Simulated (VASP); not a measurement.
Set up this calculation in VASP 6.6.1, as the native input.

- Task: single point
- Functional: PBE
- Potentials or basis: VASP PAW PBE potentials, release 64 (In_d, Sn_d, Te)
- Cutoff: 520 eV
- k mesh: 10 × 10 × 4
- Occupations: gaussian, width 0.1 eV
- Spin: no spin polarisation
- Dipole correction: no
- Further INCAR settings: ALGO = Fast; EDIFF = 1e-06; NBANDS = 34

The structure of In2SnTe2 lies in POSCAR:

```
In2SnTe2
1.0
    4.2993800194      0.0000000000      0.0000000000
    0.0000000000      4.2993800194      0.0000000000
    0.0000000000      0.0000000000      9.1965512065
In Sn Te
2 1 2
Direct
    0.0000000000      0.0000000000      0.6668352450
    0.0000000000      0.0000000000      0.3331647550
    0.5000000000      0.5000000000      0.5000000000
    0.0000000000      0.0000000000      0.0000000000
    0.5000000000      0.5000000000      0.0000000000
```

The cell was built from a structure type or drawn by symmetry, and may not be a known phase.

One way to write it, as run:

INCAR

```
SYSTEM = In2SnTe2
PREC = Accurate
ENCUT = 520
EDIFF = 1E-6
ISMEAR = 0
SIGMA = 0.1
LREAL = .False.
LASPH = .True.
NELM = 100
ALGO = Fast
ISIF = 2
LWAVE = .False.
LCHARG = .True.
GGA = PE
LELF = .True.
LVHAR = .True.
NBANDS = 34
```

KPOINTS

```
regular mesh
0
Gamma
  10 10 4
  0 0 0
```

Potentials or basis: VASP PAW PBE potentials, release 64 (In_d, Sn_d, Te).

The run is started by

```sh
$ cat potpaw_PBE.64/In_d/POTCAR potpaw_PBE.64/Sn_d/POTCAR potpaw_PBE.64/Te/POTCAR > POTCAR
$ mpirun -np 1 vasp_std > vasp.out
```

It gave:

```
Pressure               : 0.0 GPa
Largest force          : 0.008 eV/Å
Band gap on the k mesh : zero (bands 26 and 27 overlap by 2.07 eV)
```

Caveat: spin-orbit coupling is left out, which moves the levels of the heavy elements.

It took 6.1 min on 1 thread of AMD EPYC 9R14 (Zen 4) (shared host), peak memory 0.46 GiB.
